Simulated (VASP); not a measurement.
# Ta (Im-3m) in VASP: a series of runs, part 2 of 2

VASP 6.6.1.

## (4) Single point, PBE

Contents of INCAR:

```
PREC = Accurate ; ENCUT = 520
EDIFF = 1E-6 ; ISMEAR = 0
SIGMA = 0.05 ; LREAL = F
LASPH = T ; NELM = 100
ALGO = Fast ; ISIF = 2
LWAVE = F ; LCHARG = F
GGA = PE ; NBANDS = 12
```

Contents of KPOINTS:

```
Automatic mesh
0
Gamma
  11 11 11
```

Contents of POSCAR:

```
Ta
1.0
   -1.6512800000      1.6512800000      1.6512800000
    1.6512800000     -1.6512800000      1.6512800000
    1.6512800000      1.6512800000     -1.6512800000
Ta
1
Direct
    0.0000000000      0.0000000000      0.0000000000
```

Potentials or basis: VASP PAW PBE potentials, release 64 (Ta_pv).

Started as:

```bash
> cat potpaw_PBE.64/Ta_pv/POTCAR > POTCAR
> mpirun -np 1 vasp_std > vasp.out
```

OUTCAR:

```text
PREC = Accurate
   ENCUT = 520
   EDIFF = 1E-6
   ISMEAR = 0
   LREAL = F
   LASPH = T
   NELM = 100
   ISIF = 2
   GGA = PE

 ion  position               nearest neighbor table
   1  0.000  0.000  0.000-

  LATTYP: Found a body centered cubic cell.
 ALAT       =     3.3025600000

  Lattice vectors:

 A1 = (  -1.6512800000,   1.6512800000,   1.6512800000)
 A2 = (   1.6512800000,  -1.6512800000,   1.6512800000)
 A3 = (   1.6512800000,   1.6512800000,  -1.6512800000)

Analysis of symmetry for initial positions (statically):
=====================================================================
 Subroutine PRICEL returns:
 Original cell was already a primitive cell.

 Routine SETGRP: Setting up the symmetry group for a
 body centered cubic supercell.

 Subroutine GETGRP returns: Found 48 space group operations
 (whereof 48 operations were pure point group operations)
 out of a pool of 48 trial point group operations.

The static configuration has the point symmetry O_h .

Analysis of symmetry for dynamics (positions and initial velocities):
=====================================================================
 Subroutine PRICEL returns:
 Original cell was already a primitive cell.

 Routine SETGRP: Setting up the symmetry group for a
 body centered cubic supercell.

 Subroutine GETGRP returns: Found 48 space group operations
 (whereof 48 operations were pure point group operations)
 out of a pool of 48 trial point group operations.

The dynamic configuration has the point symmetry O_h .

 Subroutine INISYM returns: Found 48 space group operations
 (whereof 48 operations are pure point group operations),
 and found     1 'primitive' translations

----------------------------------------------------------------------------------------

                                     Primitive cell

  volume of cell :      18.0104
[... 108 lines left out ...]
  volume/ion in A,a.u.               =      18.01       121.54
  Fermi-wavevector in a.u.,A,eV,Ry     =   1.388988  2.624806 26.249534  1.929286
  Thomas-Fermi vector in A             =   2.513061
   LORBIT       =      0    0 simple, 1 ext, 2 COOP (PROOUT), +10 PAW based schemes
   GGA     = PE    functional components
   LHFCALC =     F    Hartree Fock is set to
   AEXX    =    0.0000 exact exchange contribution
   IVDW    =     0    specifies the selected vdW correction
   LEPSILON=     F    determine dielectric tensor
   LRPA    =     F    only Hartree local field effects (RPA)
 non-spin polarized calculation
 RMM-DIIS sequential band-by-band and
 Gauss-broadening in eV      SIGMA  =   0.05
  energy-cutoff  :      520.00
  volume of cell :       18.01
 maximum number of plane-waves:       494
 NGX is ok and might be reduce to    24
   NGX = 11   NGY = 11   NGZ = 11

 number of electron      11.0000002 magnetization

 Free energy of the ion-electron system (eV)
  ---------------------------------------------------
  ext. energy  EPLUGINS =         0.00000000
  ---------------------------------------------------
  free energy    TOTEN  =       -11.81551494 eV

  energy without entropy =      -11.81482091  energy(sigma->0) =      -11.81516792

 E-fermi :   5.4707     XC(G=0): -12.6166

 val. band max:        5.4254870703   @ k =   0.1818   0.0000   0.0000
 cond. band min:       5.5128789761   @ k =   0.3636   0.1818   0.0909
 fundamental gap:      0.0873919058
 Fermi energy:         5.4707103503

 k-point     1 :       0.0000    0.0000    0.0000
  band No.  band energies     occupation
      1     -27.5753      2.00000
      2     -27.5753      2.00000
      3     -27.5753      2.00000
      4      -2.4300      2.00000
      5       6.2268      0.00000
      6       6.2268      0.00000
      7       6.2268      0.00000
      8       9.4992      0.00000
      9       9.4992      0.00000
     10      20.4972      0.00000
     11      20.4972      0.00000
     12      20.4972      0.00000
[... 331 lines left out ...]
 k-point    24 :       0.3636    0.1818    0.0909
  band No.  band energies     occupation
      1     -28.5436      2.00000
      2     -28.1096      2.00000
      3     -27.7679      2.00000
      4       2.6596      2.00000
      5       3.9063      2.00000
      6       5.5129      0.23298
      7       9.9262      0.00000
      8      10.4998      0.00000
      9      14.5983      0.00000
     10      15.6140      0.00000
     11      18.8920      0.00000
     12      20.5838      0.00000

 [... further k-points ...]
[... 5 lines left out ...]
  --------------------------------------------------------------------------------------
  -------------------------------------------------------------------------------------
  Total        0.2631092      0.2631092      0.2631092      0.0000000      0.0000000     -0.0000000
  in kB       23.4058526     23.4058526     23.4058526      0.0000000      0.0000000     -0.0000000
  external PRESSURE =      23.4058526 kB  Pullay stress =       0.0000000 kB

 VOLUME and BASIS-vectors are now :
 -----------------------------------------------------------------------------
  energy-cutoff  :      520.00
  volume of cell :       18.01
      direct lattice vectors                 reciprocal lattice vectors
    -1.651280000  1.651280000  1.651280000     0.000000000  0.302795407  0.302795407
     1.651280000 -1.651280000  1.651280000     0.302795407  0.000000000  0.302795407
     1.651280000  1.651280000 -1.651280000     0.302795407  0.302795407  0.000000000

 POSITION                                       TOTAL-FORCE (eV/Angst)
 -----------------------------------------------------------------------------------
      0.00000      0.00000      0.00000         0.000000      0.000000     -0.000000
 -----------------------------------------------------------------------------------
    total drift:                               -0.000000      0.000000      0.000000

  FREE ENERGIE OF THE ION-ELECTRON SYSTEM (eV)
  ---------------------------------------------------
  free  energy   TOTEN  =       -11.8155149385 eV

  energy  without entropy=      -11.8148209057  energy(sigma->0) =      -11.81516792
```

OSZICAR:

```text
N       E                     dE             d eps       ncg     rms          rms(c)
DAV:   1     0.615944295346E+02    0.61594E+02   -0.61957E+03  1344   0.875E+02
DAV:   2    -0.113133475277E+02   -0.72908E+02   -0.71213E+02  1492   0.248E+02
DAV:   3    -0.122693155858E+02   -0.95597E+00   -0.95051E+00  1620   0.268E+01
DAV:   4    -0.122716762954E+02   -0.23607E-02   -0.23604E-02  1464   0.149E+00
DAV:   5    -0.122716842621E+02   -0.79667E-05   -0.79673E-05  1644   0.829E-02    0.135E+01
RMM:   6    -0.119200627604E+02    0.35162E+00   -0.24604E-01  1441   0.415E+00    0.661E+00
RMM:   7    -0.118157083819E+02    0.10435E+00   -0.25896E-01  1496   0.416E+00    0.341E-01
RMM:   8    -0.118154384234E+02    0.26996E-03   -0.10934E-02  1592   0.978E-01    0.306E-01
RMM:   9    -0.118155398717E+02   -0.10145E-03   -0.14045E-03  1652   0.353E-01    0.624E-02
RMM:  10    -0.118155151754E+02    0.24696E-04   -0.18551E-04  1648   0.125E-01    0.112E-02
RMM:  11    -0.118155144420E+02    0.73340E-06   -0.35033E-05  1664   0.492E-02    0.371E-03
RMM:  12    -0.118155149385E+02   -0.49658E-06   -0.53533E-06  1420   0.162E-02
   1 F= -.11815515E+02 E0= -.11815168E+02  d E =-.694033E-03
```

stdout:

```text
POSCAR found type information on POSCAR Ta
 POSCAR found :  1 types and       1 ions
 scaLAPACK will be used
 LDA part: xc-table for (Slater+PW92), standard interpolation
 POSCAR, INCAR and KPOINTS ok, starting setup
 FFT: planning ... GRIDC
 FFT: planning ... GRID_SOFT
 FFT: planning ... GRID
 WAVECAR not read
 entering main loop
```

Run time: 7.4 s. Hardware: 1 thread of AMD EPYC 9R45 (Zen 5), shared host; peak memory 0.11 GiB.

Results:

* Free energy: -11.8155 eV
* Pressure: 2.3 GPa

Caveat: spin-orbit coupling is left out, which moves the levels of the heavy elements.

## (5) Single point, PBEsol

This run uses another cell than the first one, of 17.63 Å³/atom, 0.979 times its volume.

Contents of INCAR:

```
PREC = Accurate ; ENCUT = 520
EDIFF = 1E-6 ; ISMEAR = -1
SIGMA = 0.05 ; LREAL = F
LASPH = T ; NELM = 60
ALGO = Normal ; ISIF = 2
LWAVE = F ; LCHARG = F
GGA = PS ; NBANDS = 12
```

KPOINTS is that of step 4.

Contents of POSCAR:

```
Ta
1.0
   -1.6396054542      1.6396054542      1.6396054542
    1.6396054542     -1.6396054542      1.6396054542
    1.6396054542      1.6396054542     -1.6396054542
Ta
1
Direct
    0.0000000000      0.0000000000      0.0000000000
```

Started as:

```bash
> cat potpaw_PBE.64/Ta_pv/POTCAR > POTCAR
> mpirun -np 1 vasp_std > vasp.out
```

Wall time 6.1 s (1 thread of AMD EPYC 9R45 (Zen 5), shared host); peak memory 0.11 GiB.

The run converged. Its results:

| Property | Result |
| --- | --- |
| Free energy | -12.5612 eV |
| Pressure | 0.2 GPa |

Levels at points of the mesh, in eV from the Fermi level:
```
           k point  band 3  band 4  band 5  band 6  band 7  band 8
(0.00, 0.00, 0.00)  -32.94   -8.01    0.72    0.72    0.72    4.07
```

Caveat: the PAW data sets were made with another functional, which shifts forces and pressure a little; spin-orbit coupling is left out, which moves the levels of the heavy elements.

## (6) Overview

```tsv
level	cell	smearing	gap on the mesh (eV)	pressure (GPa)
PBE	a = 2.860 Å, angles 109.5°, 1 atom	gaussian 0.023 eV	none	2.2
PBE	a = 2.860 Å, angles 109.5°, 1 atom	gaussian 0.024 eV	none	2.2
PBE	a = 2.860 Å, angles 109.5°, 1 atom	gaussian 0.05 eV	none	2.3
PBEsol	a = 2.840 Å, angles 109.5°, 1 atom	fermi-dirac 0.05 eV	none	0.2
```

Alike in all rows: task single point; potentials or basis VASP PAW PBE potentials, release 64 (Ta_pv); no spin polarisation; k mesh 11 × 11 × 11; cutoff (eV) 520.

Every run on the cell as given and a fine mesh finds a metal.

Caveats: spin-orbit coupling is left out, which moves the levels of the heavy elements; the PAW data sets were made with another functional, which shifts forces and pressure a little (some runs).

Total energies depend on the potentials used, so only differences within one code and one set of settings carry meaning.
